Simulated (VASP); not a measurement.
Here is a VASP 6.6.1 calculation.

Contents of INCAR:

```
PREC     = Accurate       # precision mode
ENCUT    = 520            # plane-wave cutoff, eV
EDIFF    = 1E-6           # SCF threshold, eV
ISMEAR   = 0              # smearing method
SIGMA    = 0.15           # smearing width, eV
LREAL    = F              # projectors in reciprocal space
LASPH    = T              # aspherical terms in the spheres
NELM     = 80             # most SCF steps
ALGO     = Fast           # electronic algorithm
ISIF     = 2              # what is computed and relaxed
LWAVE    = F              # write WAVECAR
LCHARG   = F              # write CHGCAR
GGA      = PS             # functional
NBANDS   = 14             # bands
```

File KPOINTS:

```
Automatic mesh
0
Gamma
  16 16 16
```

The input POSCAR:

```
AlNi
1.0
    2.0211996418     -2.0211459310      0.0000000000
    2.0211996418      2.0211459310      0.0000000000
    0.0000000000      0.0000000000      2.8688666946
Al Ni
1 1
Direct
   -0.0199414354      0.0000000000      0.0000000000
    0.5091671398      0.5000000000      0.5000000000
```

Potentials or basis: VASP PAW PBE potentials, release 64 (Al, Ni).

Command:

```bash
$ cat potpaw_PBE.64/Al/POTCAR potpaw_PBE.64/Ni/POTCAR > POTCAR
$ mpirun -np 1 vasp_std > vasp.out
```

Question: What does it give for the band gap on the k mesh?

Answer: Zero (an odd number of electrons rules out a gap without spin polarisation).

Question: What does it give for the pressure?

Answer: 0.7 GPa.

Question: Estimate the largest force.

Answer: 0.521 eV/Å.

Stress tensor (GPa, compression positive):
```
0.75 0.18 0.00
0.18 0.76 0.00
0.00 0.00 0.62
```

Caveat: the cell differs from its parent crystal (atoms displaced along a vibrational mode); the PAW data sets were made with another functional, which shifts forces and pressure a little. Spin polarisation is off, so any magnetic state and its effect on volume and gap are missing.
